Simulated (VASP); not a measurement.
# V (Im-3m) in VASP: further runs

V is run at these levels: PBE+U; tasks: single point.

Program: VASP 6.6.1. These are calculated values, not measurements. Logs are shortened: lines on timing, memory, paths and dates and some standing lists are left out, and cuts for length are marked.

**1. The cell of the first run**

It takes space group Im-3m (No. 229, cubic). Conventional cell: a = 3.029 Å, b = 3.029 Å, c = 3.029 Å, α = 90.00°, β = 90.00°, γ = 90.00°. Within 3.5 Å of V (site symmetry m-3m) lie 14 V at 2.62 to 3.03 Å.

**2. Single point, PBE+U, collinear spin, ferromagnetic start**

INCAR

```
SYSTEM = V
PREC     = Accurate       ! precision mode
ENCUT    = 520            ! plane-wave cutoff, eV
EDIFF    = 1E-7           ! SCF threshold, eV
ISMEAR   = -1             ! smearing method
SIGMA    = 0.05           ! smearing width, eV
LREAL    = .FALSE.        ! projectors in reciprocal space
LASPH    = .TRUE.         ! aspherical terms in the spheres
NELM     = 150            ! most SCF steps
ALGO     = Normal         ! electronic algorithm
ISIF     = 2              ! what is computed and relaxed
LWAVE    = .FALSE.        ! write WAVECAR
LCHARG   = .FALSE.        ! write CHGCAR
ISPIN    = 2              ! spin polarisation
MAGMOM   = 2 2            ! initial moments
LORBIT   = 11             ! projections on sites
LMAXMIX  = 4              ! l up to which the mixer works
LDAU     = .TRUE.         ! DFT+U
LDAUTYPE = 2            
LDAUL    = 2              ! shell
LDAUU    = 6              ! U, eV
LDAUJ    = 0            
LDAUPRINT= 1            
GGA      = PE             ! functional
NBANDS   = 24             ! bands
```

KPOINTS

```
Automatic mesh
0
G
  9 5 9
  0 0 0
```

POSCAR

```
V
1.0
    0.0000000000      0.0000000000      3.0287000000
    3.0287000000     -3.0287000000      0.0000000000
    1.5143500000      1.5143500000     -1.5143500000
V
2
Direct
    0.0000000000      0.0000000000      0.0000000000
    0.5000000000      0.5000000000      0.0000000000
```

Potentials or basis: VASP PAW PBE potentials, release 64 (V_sv).

On the command line:

```
> cat potpaw_PBE.64/V_sv/POTCAR > POTCAR
> mpirun -np 1 vasp_std > vasp.out
```

OUTCAR:

```text
SYSTEM = V
   PREC = Accurate
   ENCUT = 520
   EDIFF = 1E-7
   ISMEAR = -1
   LREAL = .FALSE.
   LASPH = .TRUE.
   NELM = 150
   ISIF = 2
   ISPIN = 2
   LORBIT = 11
   GGA = PE

 ion  position               nearest neighbor table
   1  0.000  0.000  0.000-   2 2.62   2 2.62   2 2.62   2 2.62
   2  0.500  0.500  0.000-   1 2.62   1 2.62   1 2.62   1 2.62

  LATTYP: Found a base centered orthorhombic cell.
 ALAT       =     3.0287000000
 B/A-ratio  =     1.4142135624
 C/A-ratio  =     1.4142135624

  Lattice vectors:

 A1 = (  -1.5143500000,  -1.5143500000,  -1.5143500000)
 A2 = (   1.5143500000,   1.5143500000,  -1.5143500000)
 A3 = (   3.0287000000,  -3.0287000000,   0.0000000000)

Analysis of symmetry for initial positions (statically):
=====================================================================
 Subroutine PRICEL returns following result:

  LATTYP: Found a body centered cubic cell.
 ALAT       =     3.0287000000
[... 12 lines left out ...]
 Subroutine GETGRP returns: Found  8 space group operations
 (whereof  8 operations were pure point group operations)
 out of a pool of  8 trial point group operations.

The static configuration has the point symmetry D_2h.

Analysis of symmetry for dynamics (positions and initial velocities):
=====================================================================
 Subroutine PRICEL returns following result:

  LATTYP: Found a body centered cubic cell.
 ALAT       =     3.0287000000
[... 12 lines left out ...]
 Subroutine GETGRP returns: Found  8 space group operations
 (whereof  8 operations were pure point group operations)
 out of a pool of  8 trial point group operations.

The dynamic configuration has the point symmetry D_2h.

Analysis of structural, dynamic, and magnetic symmetry:
=====================================================================
 Subroutine PRICEL returns following result:

  LATTYP: Found a body centered cubic cell.
 ALAT       =     3.0287000000
[... 12 lines left out ...]
 Subroutine GETGRP returns: Found  8 space group operations
 (whereof  8 operations were pure point group operations)
 out of a pool of  8 trial point group operations.

The overall configuration has the point symmetry D_2h.

 Subroutine INISYM returns: Found  8 space group operations
 (whereof  8 operations are pure point group operations),
 and found     2 'primitive' translations

----------------------------------------------------------------------------------------

                                     Primitive cell

  volume of cell :      13.8912

  direct lattice vectors                    reciprocal lattice vectors
    -1.514350000 -1.514350000  1.514350000    -0.000000000 -0.330174662  0.330174662
     1.514350000 -1.514350000 -1.514350000     0.330174662 -0.330174662 -0.000000000
     1.514350000  1.514350000  1.514350000     0.330174662 -0.000000000  0.330174662

  length of vectors
     2.622931140  2.622931140  2.622931140     0.466937486  0.466937486  0.466937486

  position of ions in fractional coordinates (direct lattice)
     0.000000000  0.000000000  0.000000000

  ion indices of the primitive-cell ions
   primitive index   ion index
                 1           1

----------------------------------------------------------------------------------------

[... 120 lines left out ...]
  0.0000 -0.0000  0.0000  0.0000  0.1538

spin component  2

  0.0471 -0.0000  0.0002 -0.0000  0.0000
 -0.0000  0.0473  0.0000  0.0017 -0.0000
  0.0002  0.0000  0.2068 -0.0000  0.0000
 -0.0000  0.0017 -0.0000  0.0473  0.0000
  0.0000 -0.0000  0.0000  0.0000  0.2045

 occupancies and eigenvectors

  o =  0.0456  v =  0.0000  0.0000  0.0000  0.0000  0.0000  0.0000 -0.7071 -0.0000  0.7071 -0.0000      0.0000  0.0000  0.0000  0.0000  0.0000  0.0000  0.0000  0.0000  0.0000  0.0000
  o =  0.0471  v =  0.0000  0.0000  0.0000  0.0000  0.0000  1.0000  0.0000 -0.0013  0.0000 -0.0000      0.0000  0.0000  0.0000  0.0000  0.0000  0.0000  0.0000  0.0000  0.0000  0.0000
  o =  0.0490  v =  0.0000  0.0000  0.0000  0.0000  0.0000  0.0000 -0.7071 -0.0000 -0.7071  0.0000      0.0000  0.0000  0.0000  0.0000  0.0000  0.0000  0.0000  0.0000  0.0000  0.0000
  o =  0.1505  v = -0.0242  0.0000 -0.9997 -0.0000  0.0000  0.0000  0.0000  0.0000  0.0000  0.0000      0.0000  0.0000  0.0000  0.0000  0.0000  0.0000  0.0000  0.0000  0.0000  0.0000
  o =  0.1538  v =  0.0000 -0.0000  0.0000 -0.0000  1.0000  0.0000  0.0000  0.0000  0.0000  0.0000      0.0000  0.0000  0.0000  0.0000  0.0000  0.0000  0.0000  0.0000  0.0000  0.0000
  o =  0.2045  v =  0.0000  0.0000  0.0000  0.0000  0.0000 -0.0000 -0.0000 -0.0000  0.0000  1.0000      0.0000  0.0000  0.0000  0.0000  0.0000  0.0000  0.0000  0.0000  0.0000  0.0000
  o =  0.2069  v =  0.0000  0.0000  0.0000  0.0000  0.0000  0.0013 -0.0000  1.0000 -0.0000  0.0000      0.0000  0.0000  0.0000  0.0000  0.0000  0.0000  0.0000  0.0000  0.0000  0.0000
  o =  0.6872  v =  0.0000 -0.7071 -0.0000 -0.7071 -0.0000  0.0000  0.0000  0.0000  0.0000  0.0000      0.0000  0.0000  0.0000  0.0000  0.0000  0.0000  0.0000  0.0000  0.0000  0.0000
  o =  0.7189  v = -0.9997 -0.0000  0.0242 -0.0000 -0.0000  0.0000  0.0000  0.0000  0.0000  0.0000      0.0000  0.0000  0.0000  0.0000  0.0000  0.0000  0.0000  0.0000  0.0000  0.0000
  o =  0.7468  v = -0.0000  0.7071  0.0000 -0.7071  0.0000  0.0000  0.0000  0.0000  0.0000  0.0000      0.0000  0.0000  0.0000  0.0000  0.0000  0.0000  0.0000  0.0000  0.0000  0.0000

atom =   2  type =  1  l = 2

 onsite density matrix

spin component  1

  0.7185  0.0000 -0.0138  0.0000 -0.0000
  0.0000  0.7170 -0.0000 -0.0298 -0.0000
 -0.0138 -0.0000  0.1509  0.0000  0.0000
  0.0000 -0.0298  0.0000  0.7170 -0.0000
 -0.0000 -0.0000  0.0000 -0.0000  0.1538

spin component  2

  0.0471  0.0000  0.0002 -0.0000 -0.0000
  0.0000  0.0473 -0.0000  0.0017 -0.0000
  0.0002 -0.0000  0.2068  0.0000  0.0000
 -0.0000  0.0017  0.0000  0.0473  0.0000
 -0.0000 -0.0000  0.0000  0.0000  0.2045

 occupancies and eigenvectors

  o =  0.0456  v =  0.0000  0.0000  0.0000  0.0000  0.0000  0.0000 -0.7071  0.0000  0.7071 -0.0000      0.0000  0.0000  0.0000  0.0000  0.0000  0.0000  0.0000  0.0000  0.0000  0.0000
  o =  0.0471  v =  0.0000  0.0000  0.0000  0.0000  0.0000  1.0000  0.0000 -0.0013 -0.0000  0.0000      0.0000  0.0000  0.0000  0.0000  0.0000  0.0000  0.0000  0.0000  0.0000  0.0000
  o =  0.0490  v =  0.0000  0.0000  0.0000  0.0000  0.0000  0.0000 -0.7071  0.0000 -0.7071 -0.0000      0.0000  0.0000  0.0000  0.0000  0.0000  0.0000  0.0000  0.0000  0.0000  0.0000
  o =  0.1505  v = -0.0242 -0.0000 -0.9997  0.0000  0.0000  0.0000  0.0000  0.0000  0.0000  0.0000      0.0000  0.0000  0.0000  0.0000  0.0000  0.0000  0.0000  0.0000  0.0000  0.0000
  o =  0.1538  v =  0.0000 -0.0000  0.0000  0.0000  1.0000  0.0000  0.0000  0.0000  0.0000  0.0000      0.0000  0.0000  0.0000  0.0000  0.0000  0.0000  0.0000  0.0000  0.0000  0.0000
  o =  0.2045  v =  0.0000  0.0000  0.0000  0.0000  0.0000 -0.0000 -0.0000 -0.0000 -0.0000  1.0000      0.0000  0.0000  0.0000  0.0000  0.0000  0.0000  0.0000  0.0000  0.0000  0.0000
  o =  0.2069  v =  0.0000  0.0000  0.0000  0.0000  0.0000 -0.0013 -0.0000 -1.0000 -0.0000 -0.0000      0.0000  0.0000  0.0000  0.0000  0.0000  0.0000  0.0000  0.0000  0.0000  0.0000
  o =  0.6872  v =  0.0000 -0.7071  0.0000 -0.7071 -0.0000  0.0000  0.0000  0.0000  0.0000  0.0000      0.0000  0.0000  0.0000  0.0000  0.0000  0.0000  0.0000  0.0000  0.0000  0.0000
  o =  0.7189  v = -0.9997 -0.0000  0.0242 -0.0000  0.0000  0.0000  0.0000  0.0000  0.0000  0.0000      0.0000  0.0000  0.0000  0.0000  0.0000  0.0000  0.0000  0.0000  0.0000  0.0000
  o =  0.7468  v = -0.0000  0.7071 -0.0000 -0.7071  0.0000  0.0000  0.0000  0.0000  0.0000  0.0000      0.0000  0.0000  0.0000  0.0000  0.0000  0.0000  0.0000  0.0000  0.0000  0.0000

 number of electron      25.9999992 magnetization       4.1869679

 Free energy of the ion-electron system (eV)
  ---------------------------------------------------
  ext. energy  EPLUGINS =         0.00000000
  ---------------------------------------------------
  free energy    TOTEN  =        -6.62449205 eV

  energy without entropy =       -6.60818656  energy(sigma->0) =       -6.61633931

 E-fermi :  10.7666     XC(G=0): -12.6479

 val. band max:       10.7579980861   @ k =   0.4444   0.4000   0.1111
 cond. band min:      10.7723316644   @ k =   0.1111   0.0000   0.4444
 fundamental gap:      0.0143335783
 Fermi energy:        10.7666461366

 spin component 1

 k-point     1 :       0.0000    0.0000    0.0000
  band No.  band energies     occupation
      1     -54.8038      1.00000
      2     -54.6261      1.00000
      3     -28.9872      1.00000
      4     -28.4290      1.00000
      5     -28.1760      1.00000
      6     -28.1724      1.00000
[... 1289 lines left out ...]
     23      28.7410      0.00000
     24      28.9591      0.00000

 [... further k-points ...]

------------------------ aborting loop because EDIFF is reached ----------------------------------------

  FORCE on cell =-STRESS in cart. coord.  units (eV):
  Direction    XX          YY          ZZ          XY          YZ          ZX
  --------------------------------------------------------------------------------------
  -------------------------------------------------------------------------------------
  Total        7.9019396      7.9019396      7.8228834     -0.0180348      0.0000000      0.0000000
  in kB      455.6963132    455.6963132    451.1372279     -1.0400466      0.0000000      0.0000000
  external PRESSURE =     454.1766181 kB  Pullay stress =       0.0000000 kB

 VOLUME and BASIS-vectors are now :
 -----------------------------------------------------------------------------
  energy-cutoff  :      520.00
  volume of cell :       27.78
      direct lattice vectors                 reciprocal lattice vectors
     0.000000000  0.000000000  3.028700000     0.165087331  0.165087331  0.330174662
     3.028700000 -3.028700000  0.000000000     0.165087331 -0.165087331  0.000000000
     1.514350000  1.514350000 -1.514350000     0.330174662  0.330174662  0.000000000

 POSITION                                       TOTAL-FORCE (eV/Angst)
 -----------------------------------------------------------------------------------
      0.00000      0.00000      0.00000         0.000000     -0.000000      0.000000
      1.51435     -1.51435      1.51435        -0.000000      0.000000     -0.000000
 -----------------------------------------------------------------------------------
    total drift:                               -0.000000      0.000000      0.000000

  FREE ENERGIE OF THE ION-ELECTRON SYSTEM (eV)
  ---------------------------------------------------
  free  energy   TOTEN  =        -6.6244920543 eV

  energy  without entropy=       -6.6081865639  energy(sigma->0) =       -6.61633931

 total charge

# of ion       s       p       d       tot
------------------------------------------
    1        2.351   6.261   2.985  11.597
    2        2.351   6.261   2.985  11.597
--------------------------------------------------
tot          4.702  12.522   5.970  23.195

 magnetization (x)

# of ion       s       p       d       tot
------------------------------------------
    1        0.001   0.054   1.894   1.948
    2        0.001   0.054   1.894   1.948
--------------------------------------------------
tot          0.001   0.107   3.787   3.896
```

Wall time 2.6 min (1 thread of Intel Xeon Platinum 8259CL at 2.50GHz (Skylake/Cascade Lake), shared host); peak memory 0.2 GiB.

Results:

| Item | Value |
| --- | --- |
| Free energy | -6.6245 eV |
| Pressure | 45.4 GPa |
| Net moment | 4.19 μB per cell |
| Site moments | V +1.95 μB |
| Valence electrons inside the program's atomic spheres | V 11.60 |

Eigenvalues of the final occupation matrices:
```
    site  spin  trace               eigenvalues
site 1 d     1   2.46  0.15 0.15 0.69 0.72 0.75
site 1 d     2   0.55  0.05 0.05 0.05 0.20 0.21
site 2 d     1   2.46  0.15 0.15 0.69 0.72 0.75
site 2 d     2   0.55  0.05 0.05 0.05 0.20 0.21
```

Caveat: the cell stands under pressure; the U is typed as a test and isn't derived for this compound.

[end of part 1 of 2]
